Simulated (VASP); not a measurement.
Mn: relaxation of cell and atoms with PBE

Crystal: Mn.

```
Mn
1.0
     2.50594    0.00000    0.00000
    -1.25297    2.17021    0.00000
     0.00000    0.00000    4.05963
Mn
2
Direct
  0.33333 0.66667 0.25000
  0.66667 0.33333 0.75000
```

This isn't the form of Mn at room conditions, which is a 58-atom cubic cell.

```
Program                : VASP 6.6.1
Task                   : relaxation of cell and atoms
Functional             : PBE
Potentials or basis    : VASP PAW PBE potentials, release 64 (Mn_pv)
Cutoff                 : 600 eV
k mesh                 : 21 × 21 × 11
Occupations            : fermi-dirac, width 0.1 eV
Spin                   : collinear spin, ferromagnetic start
Starting moments       : [3.0, 3.0] μB
Dipole correction      : no
Further INCAR settings : ALGO = Normal; EDIFF = 1e-07; IBRION = 2; EDIFFG = -0.005; NSW = 60; ISIF = 3
```

| Item | Value |
| --- | --- |
| Relaxed volume | 10.71 Å³/atom |
| Relaxed cell | a = 2.483 Å, b = 2.483 Å, c = 4.011 Å, α = 90.00°, β = 90.00°, γ = 120.00° |
| Space group after relaxing (to 0.1 Å) | P6_3/mmc (No. 194) |
| Energy gained by relaxing | 8.2 meV/atom |
| Ionic steps | 5 |
| Pressure after relaxing | 0.1 GPa |
| Band gap on the k mesh | zero (filled and empty bands overlap) |
| Net moment | 0.00 μB per cell |
| Valence electrons inside the program's atomic spheres | Mn 11.99 |

Step by step:
```
step  energy change (eV)  largest force (eV/Å)  pressure (GPa)  volume (Å³)
   1              0.0000                0.0000           -7.80        22.08
   2              0.0301                0.0000           15.23        20.40
   3             -0.0164                0.0000           -0.10        21.44
   4             -0.0164                0.0000            0.07        21.42
   5             -0.0164                0.0000            0.06        21.42
```

Final structure:
```
Mn
1.0
     2.48340    0.00000    0.00000
    -1.24170    2.15069    0.00000
     0.00000    0.00000    4.01117
Mn
2
Direct
  0.33333 0.66667 0.25000
  0.66667 0.33333 0.75000
```

Levels at points of the mesh, in eV from the Fermi level:
Spin up:
```
           k point  band 11  band 12  band 13  band 14  band 15  band 16
(0.00, 0.00, 0.00)    -0.96    -0.48    -0.48     0.04     0.04     0.76
```
Spin down:
```
           k point  band 11  band 12  band 13  band 14  band 15  band 16
(0.00, 0.00, 0.00)    -0.96    -0.48    -0.48     0.04     0.04     0.76
```

It took 5.6 min on 1 thread of Intel(R) Xeon(R) 6975P-C (Granite Rapids), on a shared host, peak memory 0.33 GiB.

Caveat: the moments typed at the start vanished in this run.
